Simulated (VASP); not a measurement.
Wanted: the native input for a VASP 6.6.1 run.

| Property | Result |
| --- | --- |
| Task | single point |
| Functional | PBEsol |
| Dispersion | D3(BJ) |
| Potentials or basis | VASP PAW PBE potentials, release 64 (Li_sv, F) |
| Cutoff | 520 eV |
| k mesh | 6 × 6 × 4 |
| Occupations | gaussian, width 0.01 eV |
| Spin | no spin polarisation |
| Dipole correction | no |
| Further INCAR settings | ALGO = Normal; EDIFF = 1e-06; NBANDS = 18 |

The structure of LiF lies in POSCAR:

```
LiF
1.0
    3.1356263460      0.0000000000      0.0000000000
   -1.5678131730      2.7155322779      0.0000000000
    0.0000000000      0.0000000000      4.9246228034
Li F
2 2
Direct
    0.3333333333      0.6666666667      0.3811540000
    0.6666666667      0.3333333333      0.8811540000
    0.3333333333      0.6666666667      0.9938440000
    0.6666666667      0.3333333333      0.4938440000
```

The input as run:

INCAR

```
ALGO = Normal
EDIFF = 1E-6
ENCUT = 520
GGA = PS
ISIF = 2
ISMEAR = 0
IVDW = 12
LASPH = T
LCHARG = F
LREAL = F
LWAVE = F
NBANDS = 18
NELM = 80
PREC = Accurate
SIGMA = 0.01
```

KPOINTS

```
k-points
0
Gamma
  6 6 4
```

Potentials or basis: VASP PAW PBE potentials, release 64 (Li_sv, F).

Launch:

```bash
$ cat potpaw_PBE.64/Li_sv/POTCAR potpaw_PBE.64/F/POTCAR > POTCAR
$ mpirun -np 1 vasp_std > vasp.out
```

Results of the run:

```
Largest force              : 0.009 eV/Å
Band gap on the k mesh     : 7.37 eV
Dispersion energy per atom : -0.112 eV
```

Caveat: three body term missing; the PAW data sets were made with another functional, which shifts forces and pressure a little.

Run time: 15 s on 1 thread of Intel Xeon 8259CL, on a shared host, peak memory 0.16 GiB.
